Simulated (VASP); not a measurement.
**TeW: single point with PBE**

Crystal: TeW.

```xyz
4
Lattice="0.0000 3.1607 3.1607 6.3213 3.1607 3.1607 6.3213 6.3213 0.0000" Properties=species:S:1:pos:R:3 pbc="T T T"
W    12.6427    9.4820    3.1607
W     9.4820    6.3213    3.1607
Te    1.5803    1.5803    1.5803
Te    4.7410    4.7410    1.5803
```

| Item | Value |
| --- | --- |
| Program | VASP 6.6.1 |
| Task | single point |
| Functional | PBE |
| Potentials or basis | VASP PAW PBE potentials, release 64 (W_sv, Te) |
| Cutoff | 520 eV |
| k mesh | 12 × 12 × 6 |
| Occupations | gaussian, width 0.1 eV |
| Spin | collinear spin |
| Starting moments | [1.0, -1.0, 0.0, 0.0] μB |
| Dipole correction | no |
| Further INCAR settings | ALGO = Normal; EDIFF = 1e-06; NBANDS = 32 |

| Quantity | Value |
| --- | --- |
| Pressure | -6.0 GPa |
| Band gap on the k mesh | zero (filled and empty bands overlap) |
| Net moment | 0.00 μB per cell |
| Site moments | W +1.42, -1.42; Te +0.00 μB |
| Valence electrons inside the program's atomic spheres | W 11.83; Te 3.43 |

Stress tensor (GPa, compression positive):
```
-6.15  0.00  0.00
 0.00 -5.93  0.00
 0.00  0.00 -5.93
```

Levels at points of the mesh, in eV from the Fermi level:
Spin up:
```tsv
k point	band 18	band 19	band 20	band 21	band 22	band 23
(0.00, 0.00, 0.00)	-1.06	-0.89	-0.01	0.49	0.49	0.63
(0.50, 0.00, 0.00)	-0.69	-0.45	-0.26	0.29	0.39	1.59
(0.50, 0.50, 0.00)	-1.19	-0.94	-0.89	0.10	0.13	0.58
(0.00, 0.00, 0.50)	-0.82	-0.36	-0.28	-0.11	0.61	1.24
(0.50, 0.00, 0.50)	-1.29	-0.74	-0.67	-0.58	0.59	0.79
(0.00, 0.50, 0.50)	-0.86	-0.66	0.57	1.49	1.56	1.61
```
Spin down:
```
           k point  band 18  band 19  band 20  band 21  band 22  band 23
(0.00, 0.00, 0.00)    -1.06    -0.89    -0.01     0.49     0.49     0.63
(0.50, 0.00, 0.00)    -0.69    -0.45    -0.26     0.29     0.39     1.59
(0.50, 0.50, 0.00)    -1.19    -0.94    -0.89     0.10     0.13     0.58
(0.00, 0.00, 0.50)    -0.82    -0.36    -0.28    -0.11     0.61     1.24
(0.50, 0.00, 0.50)    -1.29    -0.74    -0.67    -0.58     0.59     0.79
(0.00, 0.50, 0.50)    -0.86    -0.66     0.57     1.49     1.56     1.61
```

Wall time 28 min on 1 thread of Oxide Virtual Turin-like Processor, on a shared host, peak memory 0.84 GiB.

Caveat: the cell stands under tension; spin-orbit coupling is left out, which moves the levels of the heavy elements.
